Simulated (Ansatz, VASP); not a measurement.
## One calculation of Ru, two programs

```
Ru
1.0
     2.70595    0.00000    0.00000
    -1.35297    2.34342    0.00000
     0.00000    0.00000    4.25791
Ru
2
Direct
  0.33333 0.66667 0.25000
  0.66667 0.33333 0.75000
```

Alike in both runs: task single point; functional r2SCAN; k mesh 13 × 13 × 8; occupations methfessel-paxton of order 1, width 0.2 eV; no spin polarisation.

|  | VASP | Ansatz |
| --- | --- | --- |
| version | VASP 6.6.1 | Ansatz 0.2.0 |
| potentials or method | VASP PAW PBE potentials, release 64 (Ru_sv), cutoff 620 eV | plane waves (500 eV) with PAW, scalar-relativistic |
| valence electrons in the cell | 32 | 32 |

VASP gave:

| Item | Value |
| --- | --- |
| pressure (GPa) | -0.1 |
| traceless stress, the component that is largest in VASP (GPa) | -0.41 |

**Question.** What did Ansatz give for the same quantities?

**Answer.** Pressure (GPa): -0.2; traceless stress, the component that is largest in VASP (GPa): -0.42.

VASP's potentials were made for PBE, not for r2SCAN.
